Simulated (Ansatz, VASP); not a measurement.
Cu: VASP beside Ansatz

```
Cu
1.0
     1.16973   -3.81732    0.00000
     1.16973    3.81732    0.00000
     0.00000    0.00000    2.27746
Cu
2
Direct
  0.13387 0.86613 0.25000
  0.86613 0.13387 0.75000
```

Change from the starting cell: strain -0.040 along x and y, -0.080 along z, atoms carried along.

Alike in both runs: task single point; functional PBEsol; k mesh 20 × 20 × 20; occupations gaussian, width 0.15 eV; no spin polarisation.

```csv
,VASP,Ansatz
version,VASP 6.6.1,Ansatz 0.2.0
potentials or method,"VASP PAW PBE potentials, release 64 (Cu), cutoff 520 eV","scalar-relativistic, plane waves, PAW"
valence electrons in the cell,22,38
```

Ansatz gave:

| Item | Value |
| --- | --- |
| gap on the k mesh at the Fermi level (eV) | none |
| pressure (GPa) | 35.6 |
| traceless stress, the component that is largest in VASP (GPa) | 12.15 |
| rms of the force components (eV/Å) | 0.140 |

Q: Estimate VASP's values.

A: gap on the k mesh at the Fermi level (eV): none; pressure (GPa): 36.4; traceless stress, the component that is largest in VASP (GPa): 12.19; rms of the force components (eV/Å): 0.144.

VASP's potentials were made for PBE, not for PBEsol. Atom by atom the forces differ by 0.004 eV/Å (rms over components). A gap of «none» marks a metal or a gap that the smearing closes. Both programs put the cell under a high pressure, so it lies far from rest at this level. The functional is the same, so the differences come from potentials, cutoffs and numerics. VASP's potentials hold 22 valence electrons a cell and Ansatz's 38, so a difference there can come from the potentials and not from the codes.
